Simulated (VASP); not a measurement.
# InAs (F-43m) in VASP: a series of runs, part 2 of 2

VASP 6.6.1. Earlier steps stand in the parts before.

## (3) Relaxation of cell and atoms, PBE, target pressure 4 GPa, at which the enthalpy is minimised

This run uses another cell than the first one, of 29.61 Å³/atom, 1.072 times its volume.

INCAR

```
ALGO = Normal
EDIFF = 1E-6
EDIFFG = -0.001
ENCUT = 600
GGA = PE
IBRION = 2
ISIF = 3
ISMEAR = -1
LASPH = T
LCHARG = F
LREAL = F
LWAVE = F
NELM = 60
NSW = 80
PREC = Accurate
PSTRESS = 40.0
SIGMA = 0.15
```

KPOINTS

```
k-points
0
Gamma
  12 12 12
```

POSCAR

```
InAs
1.0
    0.0000000000      3.0937808094      3.0937808094
    3.0937808094      0.0000000000      3.0937808094
    3.0937808094      3.0937808094      0.0000000000
In As
1 1
Direct
    0.0000000000      0.0000000000      0.0000000000
    0.7500000000      0.7500000000      0.7500000000
```

Potentials or basis: VASP PAW PBE potentials, release 64 (In_d, As).

Run with:

```bash
> cat potpaw_PBE.64/In_d/POTCAR potpaw_PBE.64/As/POTCAR > POTCAR
> mpirun -np 1 vasp_std > vasp.out
```

Wall time 4.4 min (1 thread of Intel Xeon 6975P-C, shared host); peak memory 0.27 GiB.

The run converged. Its results:

- Free energy: -7.6745 eV
- Relaxed volume: 27.65 Å³/atom
- Relaxed cell: a = 4.276 Å, b = 4.276 Å, c = 4.276 Å, α = 60.00°, β = 60.00°, γ = 60.00°
- Space group after relaxing (to 0.05 Å): F-43m (No. 216)
- Energy change on relaxing (the enthalpy is what falls): +23.3 meV/atom
- Ionic steps: 8
- Pressure after relaxing: 4.0 GPa
- Band gap on the k mesh: zero (filled and empty bands touch)

Step by step:
| step | energy change (eV) | largest force (eV/Å) | pressure (GPa) | volume (Å³) |
| --- | --- | --- | --- | --- |
| 1 | 0.0000 | 0.0000 | 0.06 | 59.22 |
| 2 | 0.1165 | 0.0000 | 6.82 | 53.20 |
| 3 | 0.0466 | 0.0000 | 3.98 | 55.29 |
| 4 | 0.0485 | 0.0000 | 4.11 | 55.22 |
| 5 | 0.0452 | 0.0000 | 3.94 | 55.35 |
| 6 | 0.0468 | 0.0000 | 4.02 | 55.28 |
| 7 | 0.0464 | 0.0000 | 3.99 | 55.30 |
| 8 | 0.0465 | 0.0000 | 4.00 | 55.29 |

Final structure:
```
In As
1.0
     0.00000    3.02378    3.02378
     3.02378    0.00000    3.02378
     3.02378    3.02378    0.00000
In As
1 1
Cartesian
  3.0238 3.0238 0.0000
  4.5357 4.5357 4.5357
```

Levels at points of the mesh, in eV from the Fermi level:
```tsv
k point	band 7	band 8	band 9	band 10	band 11	band 12
(0.00, 0.00, 0.00)	-0.60	-0.41	-0.41	-0.41	3.50	3.50
(0.50, 0.00, 0.00)	-6.17	-1.39	-1.39	0.55	4.27	4.27
(0.50, 0.50, 0.00)	-6.24	-2.73	-2.73	1.14	1.65	8.77
```

Caveat: the cell is relaxed towards a set pressure, so the enthalpy falls and the energy may rise; spin-orbit coupling is left out, which moves the levels of the heavy elements.

## (4) Single point, PBE

This run uses another cell than the first one, of 26.17 Å³/atom, 0.948 times its volume.

INCAR

```
PREC = Accurate
ENCUT = 520
EDIFF = 1E-7
ISMEAR = -1
SIGMA = 0.15
LREAL = False
LASPH = True
NELM = 100
ALGO = Normal
ISIF = 2
LWAVE = False
LCHARG = False
GGA = PE
NBANDS = 16
```

KPOINTS

```
regular mesh
0
Gamma
  12 12 12
```

POSCAR

```
InAs
1.0
    0.0000000000      2.9690180895      2.9690180895
    2.9690180895      0.0000000000      2.9690180895
    2.9690180895      2.9690180895      0.0000000000
In As
1 1
Direct
    0.0000000000      0.0000000000      0.0000000000
    0.7500000000      0.7500000000      0.7500000000
```

Run with:

```bash
> cat potpaw_PBE.64/In_d/POTCAR potpaw_PBE.64/As/POTCAR > POTCAR
> mpirun -np 1 vasp_std > vasp.out
```

Run time: 41 s. Hardware: 1 thread of Intel Xeon Platinum 8375C at 2.90GHz (Ice Lake), shared host; peak memory 0.21 GiB.

Results (log left out):

```yaml
Free_energy: -7.5646 eV
Pressure: 8.1 GPa
```

Levels at points of the mesh, in eV from the Fermi level:
| k point | band 6 | band 7 | band 8 | band 9 | band 10 | band 11 | band 12 | band 13 |
| --- | --- | --- | --- | --- | --- | --- | --- | --- |
| (0.00, 0.00, 0.00) | -12.67 | -0.44 | -0.44 | -0.44 | -0.36 | 3.48 | 3.48 | 3.48 |
| (0.50, 0.00, 0.00) | -11.02 | -6.50 | -1.51 | -1.51 | 0.63 | 4.26 | 4.26 | 6.47 |
| (0.50, 0.50, 0.00) | -10.42 | -6.52 | -2.96 | -2.96 | 1.01 | 1.62 | 9.10 | 9.21 |

Caveat: spin-orbit coupling is left out, which moves the levels of the heavy elements.

## (5) Single point, PBE

This run uses another cell than the first one, of 28.04 Å³/atom, 1.015 times its volume.

INCAR

```
SYSTEM = InAs
ALGO = Normal ; EDIFF = 1E-6
ENCUT = 520 ; GGA = PE
ISIF = 2 ; ISMEAR = -1
LASPH = .True. ; LCHARG = .True.
LELF = .True. ; LREAL = .False.
LVHAR = .True. ; LWAVE = .False.
NBANDS = 16 ; NELM = 60
PREC = Accurate ; SIGMA = 0.15
```

KPOINTS

```
k-points
0
Gamma
  12 12 12
  0 0 0
```

POSCAR

```
InAs
1.0
    0.0000000000      3.0380341905      3.0380341905
    3.0380341905      0.0000000000      3.0380341905
    3.0380341905      3.0380341905      0.0000000000
In As
1 1
Direct
    0.0000000000      0.0000000000      0.0000000000
    0.7500000000      0.7500000000      0.7500000000
```

Potentials or basis: VASP PAW PBE potentials, release 64 (In_d, As).

Run with:

```bash
> cat potpaw_PBE.64/In_d/POTCAR potpaw_PBE.64/As/POTCAR > POTCAR
> mpirun -np 1 vasp_std > vasp.out
```

OUTCAR:

```text
SYSTEM = InAs
   EDIFF = 1E-6
   ENCUT = 520
   GGA = PE
   ISIF = 2
   ISMEAR = -1
   LASPH = .True.
   LREAL = .False.
   NELM = 60
   PREC = Accurate

 ion  position               nearest neighbor table
   1  0.000  0.000  0.000-   2 2.63   2 2.63   2 2.63   2 2.63
   2  0.750  0.750  0.750-   1 2.63   1 2.63   1 2.63   1 2.63

  LATTYP: Found a face centered cubic cell.
 ALAT       =     6.0760683810

  Lattice vectors:

 A1 = (   0.0000000000,   3.0380341905,   3.0380341905)
 A2 = (   3.0380341905,   0.0000000000,   3.0380341905)
 A3 = (   3.0380341905,   3.0380341905,   0.0000000000)

Analysis of symmetry for initial positions (statically):
=====================================================================
 Subroutine PRICEL returns:
 Original cell was already a primitive cell.

 Routine SETGRP: Setting up the symmetry group for a
 face centered cubic supercell.

 Subroutine GETGRP returns: Found 24 space group operations
 (whereof 24 operations were pure point group operations)
 out of a pool of 48 trial point group operations.

The static configuration has the point symmetry T_d .

Analysis of symmetry for dynamics (positions and initial velocities):
[... 153 lines left out ...]
  ---------------------------------------------------
  free energy    TOTEN  =        -7.69161824 eV

  energy without entropy =       -7.68858820  energy(sigma->0) =       -7.69010322

 E-fermi :   4.7591     XC(G=0):  -9.0308

 val. band max:        4.3615997643   @ k =   0.0000   0.0000   0.0000
 cond. band min:       5.1381538556   @ k =   0.0833   0.0000   0.0000
 fundamental gap:      0.7765540913
 Fermi energy:         4.7591473803

 k-point     1 :       0.0000    0.0000    0.0000
  band No.  band energies     occupation
      1      -9.9995      2.00000
      2      -9.9995      2.00000
      3      -9.9995      2.00000
      4      -9.8795      2.00000
      5      -9.8795      2.00000
      6      -7.4075      2.00000
[... 433 lines left out ...]
      3      -9.9579      2.00000
      4      -9.8788      2.00000
      5      -9.8736      2.00000
      6      -5.8371      2.00000
[... 8 lines left out ...]
     15      14.0152      0.00000
     16      14.4580      0.00000

 [... further k-points ...]
[... 5 lines left out ...]
  --------------------------------------------------------------------------------------
  -------------------------------------------------------------------------------------
  Total        1.0682600      1.0682600      1.0682600      0.0000000      0.0000000     -0.0000000
  in kB       30.5196517     30.5196517     30.5196517      0.0000000      0.0000000     -0.0000000
  external PRESSURE =      30.5196517 kB  Pullay stress =       0.0000000 kB

 VOLUME and BASIS-vectors are now :
 -----------------------------------------------------------------------------
  energy-cutoff  :      520.00
  volume of cell :       56.08
      direct lattice vectors                 reciprocal lattice vectors
     0.000000000  3.038034190  3.038034190    -0.164580110  0.164580110  0.164580110
     3.038034190  0.000000000  3.038034190     0.164580110 -0.164580110  0.164580110
     3.038034190  3.038034190  0.000000000     0.164580110  0.164580110 -0.164580110

 POSITION                                       TOTAL-FORCE (eV/Angst)
 -----------------------------------------------------------------------------------
      0.00000      0.00000      0.00000        -0.000000     -0.000000      0.000000
      4.55705      4.55705      4.55705         0.000000      0.000000     -0.000000
 -----------------------------------------------------------------------------------
    total drift:                                0.000000      0.000000      0.000000

  FREE ENERGIE OF THE ION-ELECTRON SYSTEM (eV)
  ---------------------------------------------------
  free  energy   TOTEN  =        -7.6916182409 eV

  energy  without entropy=       -7.6885881959  energy(sigma->0) =       -7.69010322
```

stdout:

```text
POSCAR found type information on POSCAR InAs
 POSCAR found :  2 types and       2 ions
 scaLAPACK will be used
 LDA part: xc-table for (Slater+PW92), standard interpolation
 POSCAR, INCAR and KPOINTS ok, starting setup
 FFT: planning ... GRIDC
 FFT: planning ... GRID_SOFT
 FFT: planning ... GRID
 WAVECAR not read
 entering main loop
```

It took 37 s on 1 thread of Intel Xeon Platinum 8375C at 2.90GHz (Ice Lake), shared host; peak memory 0.22 GiB.

What came out:

- Free energy: -7.6916 eV
- Pressure: 3.1 GPa
- Band gap on the k mesh: zero (filled and empty bands touch)

Caveat: spin-orbit coupling is left out, which moves the levels of the heavy elements.

## (6) The runs side by side

| task | cell | cutoff (eV) | gap on the mesh (eV) | pressure (GPa) |
| --- | --- | --- | --- | --- |
| single point | a = 4.274 Å, angles 60.0°, 2 atoms | 520 | none | 4.0 |
| relaxation of cell and atoms | relaxed to 4 GPa from a = 4.375 Å, angles 60.0°, 2 atoms | 600 | none | 4.0 |
| single point | a = 4.199 Å, angles 60.0°, 2 atoms | 520 | - | 8.1 |
| single point | a = 4.296 Å, angles 60.0°, 2 atoms | 520 | none | 3.1 |

Alike in all rows: level PBE; potentials or basis VASP PAW PBE potentials, release 64 (In_d, As); no spin polarisation; k mesh 12 × 12 × 12; smearing fermi-dirac 0.15 eV.

Caveats: spin-orbit coupling is left out, which moves the levels of the heavy elements; the cell is relaxed towards a set pressure, so the enthalpy falls and the energy may rise (some runs).

Total energies depend on the potentials used, so only differences within one code and one set of settings carry meaning.
